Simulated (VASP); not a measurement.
# Al (a cell with a defect) in VASP: further runs

Runs on Al (a cell with a defect). Level: r2SCAN. Tasks: single point.

All numbers are computed with VASP 6.6.1; they aren't measurements. Logs are shortened: lines on timing, memory, paths and dates and some standing lists are left out, and cuts for length are marked.

**1. The cell of the first run**

The cell holds a defect, 31 atoms: a = 8.100 Å, b = 8.100 Å, c = 8.100 Å, α = 90.00°, β = 90.00°, γ = 90.00°.

**2. Single point, r2SCAN**

Input file POSCAR:

```
Al
1.0
    8.1000000000      0.0000000000      0.0000000000
    0.0000000000      8.1000000000      0.0000000000
    0.0000000000      0.0000000000      8.1000000000
Al
31
Direct
    0.4971101235     -0.0008204938     -0.0019076543
    0.7505480247      0.2536229630     -0.0023669136
    0.0040190123     -0.0008286420     -0.0019290123
    0.2505430864      0.2530316049     -0.0063324691
    0.4967808642      0.5017443210     -0.0027572840
    0.7505414815      0.7503666667      0.0001093827
    0.2505713580     -0.0011430864      0.2486641975
    0.4894050617      0.2535412346      0.2453876543
    0.7505401235      0.4989019753      0.2509350617
    0.4906502469     -0.0035790123      0.5025223457
    0.7505633333      0.2235375309      0.4707104938
    0.7505496296      0.0019633333      0.7478827160
    0.0043262963      0.5017119753     -0.0027422222
    0.2505632099      0.7492549383     -0.0007625926
    0.0116827160      0.2534877778      0.2453901235
    0.2505456790      0.5030912346      0.2499382716
    0.4974282716      0.7481808642      0.2489140741
    0.0104767901     -0.0035960494      0.5025398765
    0.2505629630      0.2526182716      0.5023920988
    0.4994097531      0.4981486420      0.5023866667
    0.7505938272      0.7465222222      0.5039523457
    0.2505583951      0.0000234568      0.7522229630
    0.4994741975      0.2527912346      0.7482861728
    0.7505470370      0.4981983951      0.7485843210
    0.0036948148      0.7481596296      0.2489151852
    0.0017156790      0.4981504938      0.5023838272
    0.2505617284      0.7446717284      0.5026298765
    0.0016285185      0.2527951852      0.7483020988
    0.2505418519      0.5011595062      0.7506667901
    0.4967596296      0.7476087654      0.7513722222
    0.0043549383      0.7475816049      0.7513609877
```

Input file INCAR.step1:

```
SYSTEM = Al
PREC = Accurate
ENCUT = 520
ISMEAR = -1
SIGMA = 0.05
LREAL = Auto
LASPH = .TRUE.
NELM = 80
NBANDS = 68
GGA = PE
ALGO = Normal
EDIFF = 1E-4
LWAVE = .TRUE.
LCHARG = .FALSE.
```

Input file INCAR.step2:

```
SYSTEM = Al
PREC = Accurate
ENCUT = 520
EDIFF = 1E-7
ISMEAR = -1
SIGMA = 0.05
LREAL = Auto
LASPH = .TRUE.
NELM = 80
ALGO = Normal
ISIF = 2
LWAVE = .FALSE.
LCHARG = .FALSE.
METAGGA = R2SCAN
LMIXTAU = .TRUE.
NBANDS = 68
ISTART = 1
```

Input file KPOINTS:

```
regular mesh
0
G
  2 2 2
  0 0 0
```

Potentials or basis: VASP PAW PBE potentials, release 64 (Al).

Command:

```console
$ cat potpaw_PBE.64/Al/POTCAR > POTCAR
$ cp INCAR.step1 INCAR
$ mpirun -np 1 vasp_std > vasp.out
$ cp INCAR.step2 INCAR
$ mpirun -np 1 vasp_std > vasp.out
```

OUTCAR:

```text
SYSTEM = Al
   PREC = Accurate
   ENCUT = 520
   EDIFF = 1E-7
   ISMEAR = -1
   LREAL = Auto
   LASPH = .TRUE.
   NELM = 80
   ISIF = 2
   METAGGA = R2SCAN
   ISTART = 1

 ion  position               nearest neighbor table
   1  0.497  0.999  0.998-  22 2.82  14 2.84   7 2.85  30 2.85   4 2.87  17 2.87   8 2.87   6 2.88
                            23 2.88  12 2.88   2 2.91
   2  0.751  0.254  0.998-  24 2.83   9 2.86  28 2.87  23 2.87  12 2.87  13 2.87   5 2.87   1 2.91
                             3 2.91  15 2.92   8 2.92
   3  0.004  0.999  0.998-  22 2.82  14 2.84   7 2.85  31 2.85   4 2.87  15 2.87  25 2.87   6 2.88
                            28 2.88  12 2.88   2 2.91
   4  0.251  0.253  0.994-   8 2.81  15 2.81  29 2.81  28 2.83  23 2.83  22 2.83  13 2.83   5 2.84
                             3 2.87   1 2.87  16 2.90   7 2.92
   5  0.497  0.502  0.997-  30 2.82  29 2.82  14 2.83   4 2.84   8 2.84  23 2.85  17 2.85  16 2.86
                             2 2.87   6 2.88  24 2.88   9 2.91
   6  0.751  0.750  0.000-  17 2.87  25 2.88   1 2.88   9 2.88   3 2.88   5 2.88  13 2.88  30 2.88
                            31 2.88  24 2.88  12 2.89
   7  0.251  0.999  0.249-  15 2.83   8 2.83  10 2.83  18 2.83   1 2.85   3 2.85  17 2.85  25 2.85
                            14 2.86  19 2.91  27 2.91   4 2.92
   8  0.489  0.254  0.245-  16 2.80  11 2.80   4 2.81   7 2.83  19 2.84   5 2.84   1 2.87  20 2.88
                             9 2.90   2 2.92  10 2.95
   9  0.751  0.499  0.251-  11 2.85   2 2.86  21 2.87   6 2.88  17 2.88  25 2.88  20 2.88  26 2.88
[... 31 lines left out ...]
  25  0.004  0.748  0.249-  16 2.82  14 2.84   7 2.85  13 2.85  27 2.87   3 2.87   6 2.88  18 2.88
                             9 2.88  26 2.88  21 2.91
  26  0.002  0.498  0.502-  28 2.81  19 2.83  27 2.84  29 2.85  24 2.85  31 2.85  21 2.86  16 2.87
                            15 2.88   9 2.88  25 2.88  11 3.03
  27  0.251  0.745  0.503-  29 2.82  18 2.82  10 2.82  16 2.83  31 2.83  30 2.83  26 2.84  20 2.84
                            25 2.87  17 2.87  22 2.89   7 2.91
  28  0.002  0.253  0.748-  26 2.81   4 2.83  19 2.83  24 2.84  29 2.85  13 2.85   2 2.87  22 2.87
                            12 2.87  18 2.88   3 2.88  11 3.04
  29  0.251  0.501  0.751-   4 2.81  27 2.82  31 2.82  30 2.82  13 2.82   5 2.82  14 2.84  19 2.85
                            26 2.85  20 2.85  28 2.85  23 2.85
  30  0.497  0.748  0.751-   5 2.82  29 2.82  14 2.83  27 2.83  10 2.85   1 2.85  20 2.85  22 2.86
                            21 2.87   6 2.88  24 2.88  12 2.91
  31  0.004  0.748  0.751-  13 2.82  29 2.82  14 2.83  27 2.83  18 2.85   3 2.85  26 2.85  22 2.86
                            21 2.87   6 2.88  24 2.88  12 2.91

  LATTYP: Found a simple cubic cell.
 ALAT       =     8.1000000000

  Lattice vectors:

 A1 = (   8.1000000000,   0.0000000000,   0.0000000000)
 A2 = (   0.0000000000,   8.1000000000,   0.0000000000)
 A3 = (   0.0000000000,   0.0000000000,   8.1000000000)

Analysis of symmetry for initial positions (statically):
=====================================================================
 Subroutine PRICEL returns:
 Original cell was already a primitive cell.

 Routine SETGRP: Setting up the symmetry group for a
 simple cubic supercell.

 Subroutine GETGRP returns: Found  1 space group operations
 (whereof  1 operations were pure point group operations)
 out of a pool of 48 trial point group operations.

The static configuration has the point symmetry C_1 .

Analysis of symmetry for dynamics (positions and initial velocities):
=====================================================================
 Subroutine PRICEL returns:
 Original cell was already a primitive cell.

 Routine SETGRP: Setting up the symmetry group for a
 simple cubic supercell.

 Subroutine GETGRP returns: Found  1 space group operations
 (whereof  1 operations were pure point group operations)
 out of a pool of 48 trial point group operations.

The dynamic configuration has the point symmetry C_1 .

 Subroutine INISYM returns: Found  1 space group operations
 (whereof  1 operations are pure point group operations),
 and found     1 'primitive' translations

----------------------------------------------------------------------------------------

                                     Primitive cell

  volume of cell :     531.4410

  direct lattice vectors                    reciprocal lattice vectors
     8.100000000  0.000000000  0.000000000     0.123456790  0.000000000  0.000000000
     0.000000000  8.100000000  0.000000000     0.000000000  0.123456790  0.000000000
[... 77 lines left out ...]
 Grid dimensions read from file:
 generate k-points for:    2    2    2

 Generating k-lattice:

  Cartesian coordinates                     Fractional coordinates (reciprocal lattice)
     0.061728395  0.000000000  0.000000000     0.500000000  0.000000000  0.000000000
     0.000000000  0.061728395  0.000000000     0.000000000  0.500000000  0.000000000
     0.000000000  0.000000000  0.061728395     0.000000000  0.000000000  0.500000000

  Length of vectors
     0.061728395  0.061728395  0.061728395

  Shift w.r.t. Gamma in fractional coordinates (k-lattice)
     0.000000000  0.000000000  0.000000000

 Subroutine IBZKPT returns following result:
 ===========================================

 Found      8 irreducible k-points:

 Following reciprocal coordinates:
            Coordinates               Weight
  0.000000  0.000000  0.000000      1.000000
  0.500000  0.000000  0.000000      1.000000
  0.000000  0.500000  0.000000      1.000000
  0.000000  0.000000  0.500000      1.000000
  0.500000  0.500000  0.000000      1.000000
  0.000000  0.500000  0.500000      1.000000
  0.500000  0.000000  0.500000      1.000000
  0.500000  0.500000  0.500000      1.000000
   k-points           NKPTS =      8   k-points in BZ     NKDIM =      8   number of bands    NBANDS=     68
   number of dos      NEDOS =    301   number of ions     NIONS =     31
   total plane-waves  NPLWV = 216000
   dimension x,y,z NGX =    60 NGY =   60 NGZ =   60
   dimension x,y,z NGXF=   120 NGYF=  120 NGZF=  120
   ions per type =              31
   NGX,Y,Z   is equivalent  to a cutoff of  12.31, 12.31, 12.31 a.u.
   NGXF,Y,Z  is equivalent  to a cutoff of  24.63, 24.63, 24.63 a.u.
 SYSTEM =  Al
   PREC   = accura    normal or accurate (medium, high low for compatibility)
   ISTART =      1    job   : 0-new  1-cont  2-samecut
   ICHARG =      0    charge: 1-file 2-atom 10-const
   ISPIN  =      1    spin polarized calculation?
   LNONCOLLINEAR =      F non collinear calculations
   LSORBIT =      F    spin-orbit coupling
   LASPH  =      T    aspherical Exc in radial PAW
   ENCUT  =  520.0 eV  38.22 Ry    6.18 a.u.  15.06 15.06 15.06*2*pi/ulx,y,z
   NELM   =     80;   NELMIN=  2; NELMDL=  0     # of ELM steps
   EDIFF  = 0.1E-06   stopping-criterion for ELM
   LREAL  =      T    real-space projection
   EDIFFG = 0.1E-05   stopping-criterion for IOM
   NSW    =      0    number of steps for IOM
   IBRION =     -1    ionic relax: 0-MD 1-quasi-New 2-CG
   NFREE  =      0    steps in history (QN), initial steepest desc. (CG)
   ISIF   =      2    stress and relaxation
   ISYM   =      2    0-nonsym 1-usesym 2-fastsym
   POTIM  = 0.5000    time-step for ionic-motion
   TEBEG  =    0.0;   TEEND  =   0.0 temperature during run
   PSTRESS=    0.0 pullay stress
   NELECT =      93.0000    total number of electrons
   NUPDOWN=      -1.0000    fix difference up-down
   EMIN   =  10.00;   EMAX   =-10.00  energy-range for DOS
   EFERMI =   0.00;   METHOD = LEGACY
   ISMEAR =    -1;   SIGMA  =   0.05  broadening in eV -4-tet -1-fermi 0-gaus
   EFERMI_NEDOS =   21; number of points for ismear=-14 and -15
   IALGO  =     38    algorithm
   IMIX   =      4    mixing-type and parameters
     AMIX     =   0.40;   BMIX     =  1.00
     AMIX_MAG =   1.60;   BMIX_MAG =  1.00
  volume/ion in A,a.u.               =      17.14       115.69
  Fermi-wavevector in a.u.,A,eV,Ry     =   0.915695  1.730412 11.408446  0.838497
  Thomas-Fermi vector in A             =   2.040466
   LORBIT       =      0    0 simple, 1 ext, 2 COOP (PROOUT), +10 PAW based schemes
   METAGGA = R2SCAN    functional components
   LHFCALC =     F    Hartree Fock is set to
   AEXX    =    0.0000 exact exchange contribution
   IVDW    =     0    specifies the selected vdW correction
   LEPSILON=     F    determine dielectric tensor
   LRPA    =     F    only Hartree local field effects (RPA)
 non-spin polarized calculation
  energy-cutoff  :      520.00
  volume of cell :      531.44
 maximum number of plane-waves:     14400
   NGX = 31   NGY = 31   NGZ = 31

 number of electron      93.0000000 magnetization

 Free energy of the ion-electron system (eV)
  ---------------------------------------------------
  ext. energy  EPLUGINS =         0.00000000
  ---------------------------------------------------
  free energy    TOTEN  =      -206.98346464 eV

  energy without entropy =     -206.79480319  energy(sigma->0) =     -206.88913391

 E-fermi :   7.2828     XC(G=0): -10.7085

 val. band max:        7.2588048523   @ k =   0.5000   0.5000   0.5000
 cond. band min:       7.2921361901   @ k =   0.5000   0.5000   0.5000
 fundamental gap:      0.0333313378
 Fermi energy:         7.2827927665

 k-point     1 :       0.0000    0.0000    0.0000
  band No.  band energies     occupation
      1      -4.0702      2.00000
      2      -1.8003      2.00000
      3      -1.7822      2.00000
      4      -1.7340      2.00000
      5      -1.7207      2.00000
      6      -1.6988      2.00000
[... 477 lines left out ...]
     57      11.2159      0.00000
     58      11.2577      0.00000
 [bands above 58 left out]

------------------------ aborting loop because EDIFF is reached ----------------------------------------

  FORCE on cell =-STRESS in cart. coord.  units (eV):
  Direction    XX          YY          ZZ          XY          YZ          ZX
  --------------------------------------------------------------------------------------
  -------------------------------------------------------------------------------------
  Total      -13.8752133    -13.9344707    -13.9160803      0.0022340      0.3142049      0.0016855
  in kB      -41.8307061    -42.0093540    -41.9539108      0.0067350      0.9472584      0.0050814
  external PRESSURE =     -41.9313236 kB  Pullay stress =       0.0000000 kB

 VOLUME and BASIS-vectors are now :
 -----------------------------------------------------------------------------
  energy-cutoff  :      520.00
  volume of cell :      531.44
      direct lattice vectors                 reciprocal lattice vectors
     8.100000000  0.000000000  0.000000000     0.123456790  0.000000000  0.000000000
     0.000000000  8.100000000  0.000000000     0.000000000  0.123456790  0.000000000
     0.000000000  0.000000000  8.100000000     0.000000000  0.000000000  0.123456790

 POSITION                                       TOTAL-FORCE (eV/Angst)
 -----------------------------------------------------------------------------------
      4.02659      8.09335      8.08455         0.001715      0.003662     -0.022744
      6.07944      2.05435      8.08083        -0.000813      0.011909     -0.042642
      0.03255      8.09329      8.08438        -0.004463      0.006056     -0.021764
      2.02940      2.04956      8.04871         0.001507     -0.007520      0.006869
      4.02393      4.06413      8.07767         0.008055     -0.019469     -0.019668
      6.07939      6.07797      0.00089         0.004587     -0.011510     -0.020743
[... 23 lines left out ...]
      4.02375      6.05563      6.08611         0.009474     -0.018924     -0.019662
      0.03528      6.05541      6.08602        -0.012405     -0.018646     -0.020302
 -----------------------------------------------------------------------------------
    total drift:                                0.013667     -0.009974     -0.008393

  FREE ENERGIE OF THE ION-ELECTRON SYSTEM (eV)
  ---------------------------------------------------
  free  energy   TOTEN  =      -206.9834646354 eV

  energy  without entropy=     -206.7948031857  energy(sigma->0) =     -206.88913391
```

Wall time 31 min (1 thread of Oxide Virtual Turin-like, shared host); peak memory 0.58 GiB.

What came out:

| Item | Value |
| --- | --- |
| Free energy | -206.9835 eV |
| Pressure | -4.2 GPa |
| Largest force | 0.512 eV/Å |
| Band gap on the k mesh | zero (an odd number of electrons rules out a gap without spin polarisation) |

Forces in eV/Å, atoms in the order of the input:
```
Al   0.002  0.004 -0.023
Al  -0.001  0.012 -0.043
Al  -0.004  0.006 -0.022
Al   0.002 -0.008  0.007
Al   0.008 -0.019 -0.020
Al   0.005 -0.012 -0.021
Al   0.001 -0.002 -0.005
Al   0.070 -0.033  0.028
Al   0.002  0.004 -0.029
Al   0.049  0.018 -0.025
Al  -0.001  0.338  0.385
Al   0.001 -0.032  0.009
Al  -0.012 -0.019 -0.018
Al   0.004 -0.018 -0.022
Al  -0.069 -0.033  0.027
Al  -0.001 -0.027 -0.008
Al  -0.004 -0.016  0.003
Al  -0.052  0.018 -0.026
Al  -0.001 -0.002 -0.003
Al   0.001 -0.012 -0.013
Al  -0.001 -0.019  0.004
Al   0.001 -0.003 -0.022
Al   0.002 -0.014 -0.023
Al   0.002 -0.037 -0.045
Al   0.001 -0.015  0.004
Al  -0.002 -0.012 -0.015
Al   0.001  0.000 -0.008
Al  -0.001 -0.016 -0.023
Al   0.003 -0.011 -0.013
Al   0.009 -0.019 -0.020
Al  -0.012 -0.019 -0.020
```

Stress tensor (GPa, compression positive):
```
-4.18  0.00  0.00
 0.00 -4.20  0.09
 0.00  0.09 -4.20
```

Levels at points of the mesh, in eV from the Fermi level:
```csv
k point,band 42,band 43,band 44,band 45,band 46,band 47,band 48,band 49,band 50,band 51
"(0.00, 0.00, 0.00)",-0.43,-0.17,-0.14,-0.14,0.39,0.54,0.56,0.59,0.64,0.68
"(0.50, 0.00, 0.00)",-0.52,-0.44,-0.14,-0.14,-0.13,-0.10,-0.09,0.06,0.40,0.62
"(0.00, 0.50, 0.00)",-0.56,-0.49,-0.13,-0.10,-0.07,-0.06,0.02,0.02,0.28,0.57
"(0.00, 0.00, 0.50)",-0.56,-0.49,-0.13,-0.10,-0.07,-0.05,0.02,0.03,0.28,0.57
"(0.50, 0.50, 0.00)",-0.94,-0.84,-0.83,0.03,0.04,0.10,0.80,1.26,1.31,1.31
"(0.00, 0.50, 0.50)",-0.96,-0.93,-0.92,0.05,0.06,0.10,0.81,1.28,1.31,1.31
"(0.50, 0.00, 0.50)",-0.94,-0.84,-0.83,0.03,0.04,0.11,0.80,1.26,1.30,1.31
"(0.50, 0.50, 0.50)",-0.45,-0.43,-0.43,-0.42,-0.40,-0.36,-0.36,-0.25,-0.11,-0.02
```

Caveat: the k points lie up to 0.39 Å⁻¹ apart, too coarse for converged energies and pressures of a metal; the PAW data sets were made with another functional, which shifts forces and pressure a little.

(Continued in part 2 of 2.)

The gap in the log of VASP goes by the Fermi energy; the results here count the filled bands.